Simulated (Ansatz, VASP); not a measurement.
## BeTe in VASP and in Ansatz

```
Be Te
1.0
     3.86279    0.00000    0.00000
     0.00000   14.25665    0.00000
     0.00000    0.00000    3.86095
Be Te
4 4
Direct
  0.00000 0.75006 0.25169
  0.50000 0.74994 0.74831
  0.50000 0.25006 0.74831
  0.00000 0.24994 0.25169
  0.00000 0.64264 0.75170
  0.50000 0.85736 0.24830
  0.50000 0.14264 0.24830
  0.00000 0.35736 0.75170
```

Alike in both runs: functional PBE; dispersion D3(BJ); k mesh 4 × 2 × 4; occupations gaussian, width 0.1 eV; no spin polarisation.

Ansatz relaxed the structure, and its values are those at the end. VASP's run is a single point on that final structure, the one shown.

|  | VASP | Ansatz |
| --- | --- | --- |
| version | VASP 6.6.1 | Ansatz 0.2.0 |
| potentials or method | VASP PAW PBE potentials, release 64 (Be, Te), cutoff 520 eV | scalar-relativistic, plane waves, PAW |
| valence electrons in the cell | 32 | 72 |

```tsv
	VASP	Ansatz	Ansatz less VASP
gap on the k mesh at the Fermi level (eV)	2.12	2.14	+0.017
least direct gap on the mesh (eV)	2.12	2.14	+0.017
pressure (GPa)	0.2	0.1	-0.16
rms of the force components (eV/Å)	0.017	0.006	-0.0101
```

VASP's potentials hold 32 valence electrons a cell and Ansatz's 72, so a difference there can come from the potentials and not from the codes.

Spin-orbit coupling is off throughout.
